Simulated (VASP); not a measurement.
Input of a VASP 6.6.1 run:

The input INCAR:

```
SYSTEM = Cr
PREC = Accurate
ENCUT = 600
EDIFF = 1E-6
ISMEAR = 0
SIGMA = 0.1
LREAL = .FALSE.
LASPH = .TRUE.
NELM = 100
ALGO = Normal
ISIF = 3
LWAVE = .FALSE.
LCHARG = .FALSE.
GGA = PS
IBRION = 2
NSW = 80
EDIFFG = -0.01
```

The input KPOINTS:

```
regular mesh
0
G
  20 20 20
  0 0 0
```

The input POSCAR:

```
Cr
1.0
    0.0000000000      1.7923513836      1.7923513836
    1.7923513836      0.0000000000      1.7923513836
    1.7923513836      1.7923513836      0.0000000000
Cr
1
Direct
    0.0000000000      0.0000000000      0.0000000000
```

Potentials or basis: VASP PAW PBE potentials, release 64 (Cr_pv).

Command:

```bash
$ cat potpaw_PBE.64/Cr_pv/POTCAR > POTCAR
$ mpirun -np 1 vasp_std > vasp.out
```

**Question.** What does it give for the relaxed volume?

**Answer.** 11.43 Å³/atom.

**Question.** Estimate the band gap on the k mesh.

**Answer.** Zero (band 6 reaches 13.35 eV, above the bottom of band 7 at 10.26 eV).

**Question.** Predict the relaxed cell.

**Answer.** a = 2.528 Å, b = 2.528 Å, c = 2.528 Å, α = 60.00°, β = 60.00°, γ = 60.00°.

**Question.** Predict the space group after relaxing (to 0.05 Å).

**Answer.** Fm-3m (No. 225).

Step by step:
| step | energy change (eV) | largest force (eV/Å) | pressure (GPa) | volume (Å³) |
| --- | --- | --- | --- | --- |
| 1 | 0.0000 | 0.0000 | -1.98 | 11.52 |
| 2 | 0.0010 | 0.0000 | 3.45 | 11.28 |
| 3 | -0.0006 | 0.0000 | -0.03 | 11.43 |

Caveat: the PAW data sets were made with another functional, which shifts forces and pressure a little; the run has no spin polarisation, though such a crystal can be magnetic. Spin polarisation is off, so any magnetic state and its effect on volume and gap are missing.
